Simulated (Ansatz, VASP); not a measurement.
## Two plane-wave programs on Cu4Mo

```
CELL_PARAMETERS angstrom
4.15929 0.00000 0.00000
-2.07965 3.60205 0.00000
0.00000 0.00000 4.80931
ATOMIC_POSITIONS crystal
Cu 0.33333 0.66667 0.75665
Cu 0.33333 0.66667 0.24335
Cu 0.66667 0.33333 0.24335
Cu 0.66667 0.33333 0.75665
Mo 0.00000 0.00000 0.50000
```

Alike in both runs: functional PBE; k mesh 12 × 12 × 8; occupations gaussian, width 0.1 eV; no spin polarisation.

Ansatz relaxed the structure, and its values are those at the end. VASP's run is a single point on that final structure, the one shown.

```csv
,VASP,Ansatz
version,VASP 6.6.1,Ansatz 0.2.0
potentials or method,"VASP PAW PBE potentials, release 64 (Cu, Mo_sv), cutoff 520 eV","scalar-relativistic, plane waves, PAW"
valence electrons in the cell,58,90
```

```tsv
	VASP	Ansatz	Ansatz less VASP
gap on the k mesh at the Fermi level (eV)	none	none	-
pressure (GPa)	0.3	0.0	-0.31
```

A gap of «none» marks a metal or a gap that the smearing closes. With one functional, cell and mesh, what is left measures potentials, basis and numerics. VASP's potentials hold 58 valence electrons a cell and Ansatz's 90, so a difference there can come from the potentials and not from the codes.
